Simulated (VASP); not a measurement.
# CuO (P-6m2) in VASP: notebook, part 2 of 2

VASP 6.6.1.

## Step 4: Relaxation of cell and atoms, r2SCAN+U

POSCAR

```
CuO
1.0
    2.8363251100      0.0000000000      0.0000000000
   -1.4181625500      2.4563296000      0.0000000000
    0.0000000000      0.0000000000      2.7681127800
Cu O
1 1
Direct
    0.0000000000      0.0000000000      0.0000000000
    0.6666666667      0.3333333333      0.5000000000
```

INCAR.step1

```
SYSTEM = CuO
  ALGO = Normal
  EDIFF = 1E-5
  EDIFFG = -0.005
  ENCUT = 770
  GGA = PE
  GGA_COMPAT = .FALSE.
  IBRION = 2
  ISIF = 3
  ISMEAR = -1
  LASPH = .TRUE.
  LCHARG = .FALSE.
  LDAU = .TRUE.
  LDAUJ = 0 0
  LDAUL = 2 -1
  LDAUTYPE = 2
  LDAUU = 5.3 0
  LMAXMIX = 4
  LREAL = .FALSE.
  LWAVE = .TRUE.
  NELM = 200
  NELMIN = 4
  NSW = 100
  PREC = Accurate
  SIGMA = 0.05
```

INCAR.step2

```
SYSTEM = CuO
  ALGO = Normal
  EDIFF = 1E-7
  EDIFFG = -0.01
  ENCUT = 770
  GGA_COMPAT = .FALSE.
  IBRION = 2
  ISIF = 3
  ISMEAR = -1
  ISTART = 1
  LASPH = .TRUE.
  LCHARG = .FALSE.
  LDAU = .TRUE.
  LDAUJ = 0 0
  LDAUL = 2 -1
  LDAUPRINT = 1
  LDAUTYPE = 2
  LDAUU = 5.3 0
  LMAXMIX = 4
  LMIXTAU = .TRUE.
  LREAL = .FALSE.
  LWAVE = .FALSE.
  METAGGA = R2SCAN
  NELM = 200
  NELMIN = 4
  NSW = 60
  PREC = Accurate
  SIGMA = 0.05
```

KPOINTS

```
k-points
0
G
  11 11 10
  0 0 0
```

Potentials or basis: VASP PAW PBE potentials, release 64 (Cu_sv_GW, O).

Started as:

```
cat potpaw_PBE.64/Cu_sv_GW/POTCAR potpaw_PBE.64/O/POTCAR > POTCAR
cp INCAR.step1 INCAR
mpirun -np 1 vasp_std > vasp.out
cp INCAR.step2 INCAR
mpirun -np 1 vasp_std > vasp.out
```

OUTCAR:

```text
SYSTEM = CuO
   EDIFF = 1E-7
   EDIFFG = -0.01
   ENCUT = 770
   IBRION = 2
   ISIF = 3
   ISMEAR = -1
   ISTART = 1
   LASPH = .TRUE.
   LREAL = .FALSE.
   METAGGA = R2SCAN
   NELM = 200
   NELMIN = 4
   NSW = 60
   PREC = Accurate

 ion  position               nearest neighbor table
   1  0.000  0.000  0.000-   2 2.14   2 2.14   2 2.14   2 2.14   2 2.14   2 2.14
   2  0.667  0.333  0.500-   1 2.14   1 2.14   1 2.14   1 2.14   1 2.14   1 2.14

  LATTYP: Found a hexagonal cell.
 ALAT       =     2.8363251100
 C/A-ratio  =     0.9759504544

  Lattice vectors:

 A1 = (   2.8363251100,   0.0000000000,   0.0000000000)
 A2 = (  -1.4181625500,   2.4563296000,   0.0000000000)
 A3 = (   0.0000000000,   0.0000000000,   2.7681127800)

Analysis of symmetry for initial positions (statically):
=====================================================================
 Subroutine PRICEL returns:
 Original cell was already a primitive cell.

 Routine SETGRP: Setting up the symmetry group for a
[... 488 lines left out ...]
  o =  0.9425  v =  0.0000  0.0000  0.0000  0.0000  0.0000 -0.4201  0.0000 -0.0000  0.0000 -0.9075      0.0000  0.0000  0.0000  0.0000  0.0000  0.0000  0.0000  0.0000  0.0000  0.0000
  o =  0.9475  v =  0.0000  0.0000  0.0000  0.0000  0.0000 -0.0000 -0.0000  1.0000  0.0000  0.0000      0.0000  0.0000  0.0000  0.0000  0.0000  0.0000  0.0000  0.0000  0.0000  0.0000
  o =  0.9475  v = -0.0000 -0.0000  1.0000  0.0000  0.0000  0.0000  0.0000  0.0000  0.0000  0.0000      0.0000  0.0000  0.0000  0.0000  0.0000  0.0000  0.0000  0.0000  0.0000  0.0000

--------------------------------------- Ionic step        9  -------------------------------------------

 number of electron      25.0000002 magnetization

 Free energy of the ion-electron system (eV)
  ---------------------------------------------------
  ext. energy  EPLUGINS =         0.00000000
  ---------------------------------------------------
  free energy    TOTEN  =       -15.31525494 eV

  energy without entropy =      -15.29785395  energy(sigma->0) =      -15.30655444

 E-fermi :   5.6034     XC(G=0): -13.7558

 val. band max:        5.6021541605   @ k =   0.2727   0.0909   0.3000
 cond. band min:       5.6050850835   @ k =   0.1818   0.1818   0.3000
 fundamental gap:      0.0029309230
 Fermi energy:         5.6033632939

 k-point     1 :       0.0000    0.0000    0.0000
  band No.  band energies     occupation
      1    -108.6857      2.00000
      2     -64.7272      2.00000
      3     -64.4856      2.00000
      4     -64.4856      2.00000
      5     -14.8031      2.00000
      6       1.1377      2.00000
[... 433 lines left out ...]
      3     -64.4975      2.00000
      4     -64.4895      2.00000
      5     -14.2167      2.00000
      6      -0.0416      2.00000
[... 8 lines left out ...]
     15      19.0848      0.00000
     16      22.6904      0.00000

 [... further k-points ...]

------------------------ aborting loop because EDIFF is reached ----------------------------------------

  FORCE on cell =-STRESS in cart. coord.  units (eV):
  Direction    XX          YY          ZZ          XY          YZ          ZX
  --------------------------------------------------------------------------------------
  -------------------------------------------------------------------------------------
  Total        0.0132198      0.0132198      0.0096790      0.0000000      0.0000000      0.0000000
  in kB        1.1568973      1.1568973      0.8470366      0.0000000      0.0000000      0.0000000
  external PRESSURE =       1.0536104 kB  Pullay stress =       0.0000000 kB
[... 17 lines left out ...]
  FREE ENERGIE OF THE ION-ELECTRON SYSTEM (eV)
  ---------------------------------------------------
  free  energy   TOTEN  =       -15.3152549383 eV

  energy  without entropy=      -15.2978539501  energy(sigma->0) =      -15.30655444

 reached required accuracy - stopping structural energy minimisation
```

OSZICAR.step1:

```text
N       E                     dE             d eps       ncg     rms          rms(c)
DAV:   1     0.327794862251E+03    0.32779E+03   -0.20001E+04  4136   0.575E+03
DAV:   2     0.107351770248E+02   -0.31706E+03   -0.31033E+03  4712   0.114E+03
DAV:   3    -0.817513467357E+01   -0.18910E+02   -0.18803E+02  4456   0.253E+02
[... 119 lines left out ...]
DAV:   1    -0.685008906677E+01   -0.39293E-03   -0.11949E-02  3680   0.893E+00    0.169E-01
DAV:   2    -0.684999967454E+01    0.89392E-04   -0.47027E-03  4376   0.605E+00    0.116E-01
DAV:   3    -0.684971619329E+01    0.28348E-03   -0.12905E-03  4440   0.329E+00    0.370E-02
DAV:   4    -0.684970104992E+01    0.15143E-04   -0.33933E-05  3744   0.196E-01    0.197E-02
DAV:   5    -0.684969558332E+01    0.54666E-05   -0.83220E-06  1560   0.203E-01
  16 F= -.68496956E+01 E0= -.68402478E+01  d E =-.148031E-04
```

Run time: 42 min. Hardware: 1 thread of Intel Xeon Platinum 8259CL at 2.50GHz (Skylake/Cascade Lake), shared host; peak memory 0.23 GiB.

Results:

```yaml
Free_energy: -15.3153 eV
Relaxed_volume: 9.15 Å³/atom
Relaxed_cell: a = 2.832 Å, b = 2.832 Å, c = 2.635 Å, α = 90.00°, β = 90.00°, γ = 120.00°
Space_group_after_relaxing_to_0.1_Å: P-6m2 (No. 187)
Energy_gained_by_relaxing: 31.5 meV/atom
Ionic_steps: 9
Pressure_after_relaxing: 0.1 GPa
Band_gap_on_the_k_mesh: zero (an odd number of electrons rules out a gap without spin polarisation)
```

The path:
```tsv
step	energy change (eV)	largest force (eV/Å)	pressure (GPa)	volume (Å³)
1	0.0000	0.0000	-10.50	19.29
2	-0.0434	0.0000	9.29	17.56
3	-0.0589	0.0000	1.77	18.11
4	-0.0588	0.0000	1.46	18.14
5	-0.0628	0.0000	0.29	18.28
6	-0.0630	0.0000	-0.22	18.34
7	-0.0630	0.0000	-0.15	18.33
8	-0.0630	0.0000	-0.09	18.32
9	-0.0631	0.0000	0.11	18.31
```

Final structure:
```xyz
2
Lattice="2.8323 0.0000 0.0000 -1.4162 2.4528 0.0000 0.0000 0.0000 2.6353" Properties=species:S:1:pos:R:3 pbc="T T T"
Cu    0.0000    0.0000    0.0000
O     1.4162    0.8176    1.3176
```

Levels at points of the mesh, in eV from the Fermi level:
```csv
k point,band 10,band 11,band 12,band 13,band 14,band 15,band 16
"(0.00, 0.00, 0.00)",-2.06,-2.06,-0.30,-0.30,2.46,16.91,17.67
"(0.00, 0.00, 0.50)",-3.10,-2.18,-0.17,-0.17,8.92,8.93,22.88
```

Eigenvalues of the final occupation matrices:
| site | spin | trace | eigenvalues |
| --- | --- | --- | --- |
| site 1 d | 1 | 4.53 | 0.85 0.85 0.94 0.94 0.95 |
| site 1 d | 2 | 4.53 | 0.85 0.85 0.94 0.94 0.95 |

Caveat: the PAW data sets were made with another functional, which shifts forces and pressure a little; an odd number of electrons without spin polarisation forces a metal; a magnetic or distorted state may lie lower; U without spin polarisation on a metal has little footing.

## Step 5: The runs side by side

```csv
task,level,potentials or basis,cell,cutoff (eV),gap on the mesh (eV),pressure (GPa),relaxed volume (Å³/atom)
single point,r2SCAN+U,"VASP PAW PBE potentials, release 64 (Cu, O)",as given,520,none,-10.1,-
relaxation of cell and atoms,PBE+U,"VASP PAW PBE potentials, release 64 (Cu, O)",relaxed,600,none,0.0,9.51
relaxation of cell and atoms,r2SCAN+U,"VASP PAW PBE potentials, release 64 (Cu_sv_GW, O)",relaxed,770,none,0.1,9.15
```

Alike in all rows: no spin polarisation; Cu d U = 5.3 eV; k mesh 11 × 11 × 10; smearing fermi-dirac 0.05 eV.

Caveats: an odd number of electrons without spin polarisation forces a metal; a magnetic or distorted state may lie lower; U without spin polarisation on a metal has little footing; the PAW data sets were made with another functional, which shifts forces and pressure a little (at least some runs); the stress differs along the axes, from -20 to -5 GPa (at least some runs).

Absolute energies hang on the potentials; compare differences alone.

The gap in the log of VASP goes by the Fermi energy; the results here count the filled bands.